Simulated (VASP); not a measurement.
# V: single point with PBEsol

V:

```xyz
2
Lattice="0.0000 1.9121 1.9121 1.9121 0.0000 1.9121 1.9121 1.9121 0.0000" Properties=species:S:1:pos:R:3 pbc="T T T"
V    -0.4780   -0.4780   -0.4780
V     0.4780    0.4780    0.4780
```

This isn't the form of V at room conditions, which is bcc.

| Item | Value |
| --- | --- |
| Program | VASP 6.6.1 |
| Task | single point |
| Functional | PBEsol |
| Potentials or basis | VASP PAW PBE potentials, release 64 (V_sv) |
| Cutoff | 520 eV |
| k mesh | 14 × 14 × 14 |
| Occupations | fermi-dirac, width 0.08 eV |
| Spin | no spin polarisation |
| Dipole correction | no |
| Further INCAR settings | ALGO = Normal; EDIFF = 1e-06; NBANDS = 20 |

```yaml
Pressure: 589.2 GPa
Band_gap_on_the_k_mesh: zero (bands 13 and 14 overlap by 3.23 eV)
```

Levels at points of the mesh, in eV from the Fermi level:
| k point | band 9 | band 10 | band 11 | band 12 | band 13 | band 14 | band 15 | band 16 | band 17 | band 18 |
| --- | --- | --- | --- | --- | --- | --- | --- | --- | --- | --- |
| (0.00, 0.00, 0.00) | -8.01 | -6.56 | -6.56 | -2.00 | -2.00 | -2.00 | 4.00 | 4.00 | 4.00 | 9.04 |
| (0.50, 0.00, 0.00) | -7.09 | -5.84 | -5.84 | -3.65 | -3.65 | -2.41 | 3.89 | 5.86 | 5.86 | 7.82 |
| (0.50, 0.50, 0.00) | -9.17 | -9.17 | -3.54 | -3.54 | 0.02 | 0.02 | 5.42 | 5.42 | 7.91 | 7.91 |

Wall time 34 s on 1 thread of Intel Xeon 8259CL, with other jobs on the host, peak memory 0.14 GiB.

Caveat: atoms lie so close that the PAW spheres overlap strongly, which falsifies energies and pressures; the cell stands under pressure; the PAW data sets were made with another functional, which shifts forces and pressure a little.
